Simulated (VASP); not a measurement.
Runs of VASP 6.6.1 on SnO. The structure is that of space group P4/nmm (No. 129), or close to it. The cells are those of the table. 

| cell | gap on the mesh (eV) | pressure (GPa) | largest force (eV/Å) |
| --- | --- | --- | --- |
| a = 3.802, b = 3.802, c = 4.957 Å, 4 atoms | none | -3.7 | 0.32 |
| a = 3.707, b = 3.707, c = 4.715 Å, 4 atoms | none | 6.5 | 1.35 |
| a = 3.707, b = 3.707, c = 4.836 Å, 4 atoms | none | 3.8 | 0.81 |
| a = 3.612, b = 3.612, c = 5.078 Å, 4 atoms | none | 5.4 | 0.39 |
| a = 3.612, b = 3.612, c = 4.836 Å, 4 atoms | none | (b) | 1.64 |
| a = 3.707, b = 3.707, c = 4.957 Å, 4 atoms | none | 1.5 | 0.28 |
| a = 3.707, b = 3.707, c = 4.594 Å, 4 atoms | none | 9.4 | 1.87 |
| a = 3.992, b = 3.992, c = 4.957 Å, 4 atoms | 0.49 | (a) | 1.17 |

Alike in all rows: task single point; level PBEsol+D3(BJ); potentials or basis VASP PAW PBE potentials, release 64 (Sn_d, O); no spin polarisation; k mesh 12 × 12 × 10; cutoff (eV) 520; smearing gaussian 0.15 eV.

Problem. Fill in the values left out.

Solution. (a) -10.7; (b) 11.1.

Caveats: semilocal functionals underestimate gaps, and a narrow one can read as zero; the PAW data sets were made with another functional, which shifts forces and pressure a little; spin-orbit coupling is left out, which moves the levels of the heavy elements; the cell stands under pressure (at least some runs); the cell stands under tension (at least some runs); the stress differs along the axes, from -2 to 9 GPa (at least some runs); the stress differs along the axes, from 6 to 14 GPa (at least some runs).

A k mesh can miss the band edges, and the runs leave out spin-orbit coupling on Sn.

A gap of «none» marks levels without a gap at the run's occupations.
